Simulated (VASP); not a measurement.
ZrH:

```
Zr H
1.0
     3.24279    0.00000    0.00000
     0.00000    3.24279    0.00000
     0.00000    0.00000    4.94800
Zr H
2 2
Direct
  0.00000 0.50000 0.00000
  0.50000 0.00000 0.50000
  0.00000 0.00000 0.75000
  0.00000 0.00000 0.25000
```

- Program: VASP 6.6.1
- Task: relaxation of cell and atoms
- Functional: PBEsol
- Potentials or basis: VASP PAW PBE potentials, release 64 (Zr_sv, H)
- Cutoff: 600 eV
- k mesh: 14 × 14 × 8
- Occupations: gaussian, width 0.1 eV
- Spin: no spin polarisation

At the start: pressure -2.5 GPa; volume 13.01 Å³/atom.

**Question.** Where does the relaxation end?

**Answer.** Over 6 steps the energy falls by 3.6 meV/atom and the volume is 12.71 Å³/atom (-2.3 %); space group P4_2/mmc (No. 131, to 0.05 Å).

The path:
```csv
step,energy change (eV),largest force (eV/Å),pressure (GPa),volume (Å³)
1,0.0000,0.0000,-2.52,52.03
2,-0.0101,0.0000,0.99,50.51
3,-0.0108,0.0000,0.26,50.81
4,-0.0127,0.0000,0.19,50.82
5,-0.0142,0.0000,0.05,50.83
6,-0.0143,0.0000,0.04,50.83
```

Final structure:
```
CELL_PARAMETERS angstrom
3.19101 0.00000 0.00000
0.00000 3.19101 0.00000
0.00000 0.00000 4.99171
ATOMIC_POSITIONS crystal
Zr 0.00000 0.50000 0.00000
Zr 0.50000 0.00000 0.50000
H 0.00000 0.00000 0.75000
H 0.00000 0.00000 0.25000
```

Caveat: the PAW data sets were made with another functional, which shifts forces and pressure a little.
